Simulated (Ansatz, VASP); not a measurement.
# Two plane-wave programs on Sn

Contents of INCAR:

```
SYSTEM = Sn
ALGO = Normal ; EDIFF = 1E-6
ENCUT = 520 ; GGA = PE
ISIF = 2 ; ISMEAR = -1
LASPH = .True. ; LCHARG = .False.
LREAL = .False. ; LWAVE = .False.
NBANDS = 21 ; NELM = 80
PREC = Accurate ; SIGMA = 0.1
```

File KPOINTS:

```
k-points
0
Gamma
  5 5 4
  0 0 0
```

Contents of POSCAR:

```
Sn
1.0
   -2.9773321013      2.9790067394      1.6030901642
    2.9790067394     -2.9773321013      1.6030901642
    2.9770686044      2.9770686044     -1.6000204610
Sn
2
Direct
    0.0000231878      0.9999768122      0.0000000000
    0.7499768122      0.2500231878      0.5000000000
```

Input for Ansatz:

```yaml
crystal:
  lattice:
    - [-2.9773321013, 2.9790067394, 1.6030901642]
    - [2.9790067394, -2.9773321013, 1.6030901642]
    - [2.9770686044, 2.9770686044, -1.600020461]
  atoms:
    - { symbol: Sn, position: [2.31878e-05, 0.9999768122, 0.0] }
    - { symbol: Sn, position: [0.7499768122, 0.2500231878, 0.5] }
hamiltonian:
  xc: pbe
  pseudopotentials:
    kind: paw
    azcp:
      Sn: "pseudopotentials/Sn.paw.azcp"
basis:
  ecutwfc: 420
  fft_grid_basis: typed
kpoints:
  mp_grid: { grid: [5, 5, 4], shift: [0, 0, 0] }
magnetization:
  spin_polarized: false
scf:
  occupations: { method: fermi_dirac, width: 0.1 }
  lower_state_search: "off"
output:
  stress: true
```

Alike in both runs: task single point; functional PBE; k mesh 5 × 5 × 4; occupations fermi-dirac, width 0.1 eV; no spin polarisation.

|  | VASP | Ansatz |
| --- | --- | --- |
| version | VASP 6.6.1 | Ansatz 0.2.0 |
| potentials or method | VASP PAW PBE potentials, release 64 (Sn_d), cutoff 520 eV | plane waves (420 eV) with PAW, scalar-relativistic |
| valence electrons in the cell | 28 | 28 |

Ansatz gave:

```
pressure (GPa)                                                : 0.4
traceless stress, the component that is largest in VASP (GPa) : -2.95
```

Task: Which values does VASP return?

Result: Pressure (GPa): 0.3; traceless stress, the component that is largest in VASP (GPa): -2.95.

The k mesh is coarse, so the values compare programs but aren't converged.
